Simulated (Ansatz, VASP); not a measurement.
## O in VASP and in Ansatz

```
CELL_PARAMETERS angstrom
1.76370 1.01827 3.88187
-1.76370 1.01827 3.88187
0.00000 -2.03655 3.88187
ATOMIC_POSITIONS crystal
O 0.94768 0.94768 0.94768
O 0.05232 0.05232 0.05232
```

Alike in both runs: task relaxation of cell and atoms; functional PBE; k mesh 9 × 9 × 9; occupations gaussian, width 0.02 eV; collinear spin.

|  | VASP | Ansatz |
| --- | --- | --- |
| version | VASP 6.6.1 | Ansatz 0.2.0 |
| potentials or method | VASP PAW PBE potentials, release 64 (O_h), cutoff 910 eV | scalar-relativistic, plane waves, PAW |
| valence electrons in the cell | 12 | 12 |

```tsv
	VASP	Ansatz	Ansatz less VASP
gap on the k mesh at the Fermi level, each at its own relaxed structure (eV)	1.57	1.79	+0.220
net moment per atom (μB)	1.00	1.00	0.000
size of the moment on the site where the two differ most (μB)	0.62	0.56	-0.065
relaxed volume (Å³/atom)	20.77	25.35	+4.581
relaxed length of the cell vector where the two differ most in proportion (Å)	4.370	4.652	+0.2824
```

Site moments also hang on the region over which each program counts them. One of these differences is far larger than is usual between the two programs; its cause wasn't traced.

Noted on VASP's run: the cutoff is under 1.25 times that of the potentials, so the pressure is a little rough.
